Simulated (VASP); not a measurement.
Here is a VASP 6.6.1 calculation.

File INCAR:

```
SYSTEM = In3Se
PREC     = Accurate       ! precision mode
ENCUT    = 520            ! plane-wave cutoff, eV
EDIFF    = 1E-6           ! SCF threshold, eV
ISMEAR   = -1             ! smearing method
SIGMA    = 0.05           ! smearing width, eV
LREAL    = .FALSE.        ! projectors in reciprocal space
LASPH    = .TRUE.         ! aspherical terms in the spheres
NELM     = 60             ! most SCF steps
ALGO     = Normal         ! electronic algorithm
ISIF     = 2              ! what is computed and relaxed
LWAVE    = .FALSE.        ! write WAVECAR
LCHARG   = .TRUE.         ! write CHGCAR
GGA      = PS             ! functional
LELF     = .TRUE.         ! ELF
LVHAR    = .TRUE.       
NBANDS   = 30             ! bands
```

Contents of KPOINTS:

```
regular mesh
0
G
  6 6 6
  0 0 0
```

The input POSCAR:

```
In3Se
1.0
    4.7388343927      0.0000000000      0.0000000000
    0.0000000000      4.7388343927      0.0000000000
    0.0000000000      0.0000000000      4.7388343927
In Se
3 1
Direct
    0.5000000000      0.5000000000      0.0000000000
    0.5000000000      0.0000000000      0.5000000000
    0.0000000000      0.5000000000      0.5000000000
    0.0000000000      0.0000000000      0.0000000000
```

Potentials or basis: VASP PAW PBE potentials, release 64 (In_d, Se).

Command:

```sh
$ cat potpaw_PBE.64/In_d/POTCAR potpaw_PBE.64/Se/POTCAR > POTCAR
$ mpirun -np 1 vasp_std > vasp.out
```

Problem. Estimate the pressure.

Solution. -1.7 GPa.

Caveat: the PAW data sets were made with another functional, which shifts forces and pressure a little.
